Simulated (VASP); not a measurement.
A run of VASP 6.6.1 is set up as follows.

File INCAR:

```
SYSTEM = GaSb
PREC = Accurate
ENCUT = 600
EDIFF = 1E-6
ISMEAR = -1
SIGMA = 0.1
LREAL = .FALSE.
LASPH = .TRUE.
NELM = 100
ALGO = Normal
ISIF = 3
LWAVE = .FALSE.
LCHARG = .FALSE.
GGA = PE
IBRION = 2
NSW = 60
EDIFFG = -0.01
```

The input KPOINTS:

```
Automatic mesh
0
G
  5 5 5
  0 0 0
```

File POSCAR:

```
GaSb
1.0
    0.0000000000      3.0660330000      3.0660330000
    3.0660330000      0.0000000000      3.0660330000
    3.0660330000      3.0660330000      0.0000000000
Ga Sb
1 1
Direct
    0.0000000000      0.0000000000      0.0000000000
    0.2500000000      0.2500000000      0.2500000000
```

Potentials or basis: VASP PAW PBE potentials, release 64 (Ga_d, Sb).

Command:

```bash
$ cat potpaw_PBE.64/Ga_d/POTCAR potpaw_PBE.64/Sb/POTCAR > POTCAR
$ mpirun -np 1 vasp_std > vasp.out
```

Q: What does it give for the relaxed cell?

A: a = 4.404 Å, b = 4.404 Å, c = 4.404 Å, α = 60.00°, β = 60.00°, γ = 60.00°.

Q: Predict the relaxed volume.

A: 30.20 Å³/atom.

Q: Predict the band gap on the k mesh.

A: Zero (filled and empty bands touch).

Q: Predict the space group after relaxing (to 0.1 Å).

A: F-43m (No. 216).

Final structure:
```xyz
2
Lattice="0.0000 3.1142 3.1142 3.1142 0.0000 3.1142 3.1142 3.1142 0.0000" Properties=species:S:1:pos:R:3 pbc="T T T"
Ga    0.0000    0.0000    0.0000
Sb    1.5571    1.5571    1.5571
```

Caveat: semilocal functionals underestimate gaps, so a narrow gap can read as zero; spin-orbit coupling is left out, which moves the levels of the heavy elements. PBE usually gives volumes a little too large and moduli too small.
